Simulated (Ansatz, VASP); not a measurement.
**Two plane-wave programs on ZnSe**

The input INCAR:

```
SYSTEM = ZnSe
PREC     = Accurate       ! precision mode
ENCUT    = 520            ! plane-wave cutoff, eV
EDIFF    = 1E-7           ! SCF threshold, eV
ISMEAR   = 0              ! smearing method
SIGMA    = 0.02           ! smearing width, eV
LREAL    = .False.        ! projectors in reciprocal space
LASPH    = .True.         ! aspherical terms in the spheres
NELM     = 80             ! most SCF steps
ALGO     = Normal         ! electronic algorithm
ISIF     = 2              ! what is computed and relaxed
LWAVE    = .False.        ! write WAVECAR
LCHARG   = .True.         ! write CHGCAR
GGA      = PS             ! functional
LELF     = .True.         ! ELF
LVHAR    = .True.       
NBANDS   = 26             ! bands
```

Contents of KPOINTS:

```
Automatic mesh
0
Gamma
  8 8 6
  0 0 0
```

The input POSCAR:

```
ZnSe
1.0
    2.6476262570      2.6476262570      0.0000000000
   -2.6476262570      2.6476262570      0.0000000000
    0.0000000000      0.0000000000      5.2952525139
Zn Se
2 2
Direct
    0.0000000000      0.0000000000      0.0000000000
    0.5000000000      0.5000000000      0.5000000000
    0.5000000000      0.0000000000      0.2500000000
    0.0000000000      0.5000000000      0.7500000000
```

Input for Ansatz:

```yaml
crystal:
  lattice:
    - [2.647626257, 2.647626257, 0.0]
    - [-2.647626257, 2.647626257, 0.0]
    - [0.0, 0.0, 5.2952525139]
  atoms:
    - { symbol: Zn, position: [0.0, 0.0, 0.0] }
    - { symbol: Zn, position: [0.5, 0.5, 0.5] }
    - { symbol: Se, position: [0.5, 0.0, 0.25] }
    - { symbol: Se, position: [0.0, 0.5, 0.75] }
basis:
  ecutwfc: 420
kpoints:
  mp_grid: { grid: [8, 8, 6] }
  band_path: { path: [VBM, CBM], npoints: 2 }
hamiltonian:
  xc: pbesol
scf:
  occupations: { method: gaussian, width: 0.02 }
output:
  forces: true
  stress: true
  eigenvalues: true
checkpoint:
  read: start.run
  write: ck
  compress: false
  write_wavefunctions: false
  write_every: 100000
```

Alike in both runs: task single point; functional PBEsol; k mesh 8 × 8 × 6; occupations gaussian, width 0.02 eV; no spin polarisation.

```csv
,VASP,Ansatz
version,VASP 6.6.1,Ansatz 0.2.0
potentials or method,"VASP PAW PBE potentials, release 64 (Zn, Se), cutoff 520 eV","scalar-relativistic, plane waves, PAW"
valence electrons in the cell,36,56
```

Ansatz gave:

| Item | Value |
| --- | --- |
| gap on the k mesh at the Fermi level (eV) | 2.03 |
| least direct gap on the mesh (eV) | 2.03 |
| pressure (GPa) | 18.4 |

**Question.** What did VASP give for the same quantities?

**Answer.** gap on the k mesh at the Fermi level (eV): 2.04; least direct gap on the mesh (eV): 2.04; pressure (GPa): 19.0.

VASP's potentials were made for PBE, not for PBEsol. VASP's potentials hold 36 valence electrons a cell and Ansatz's 56, so a difference there can come from the potentials and not from the codes.
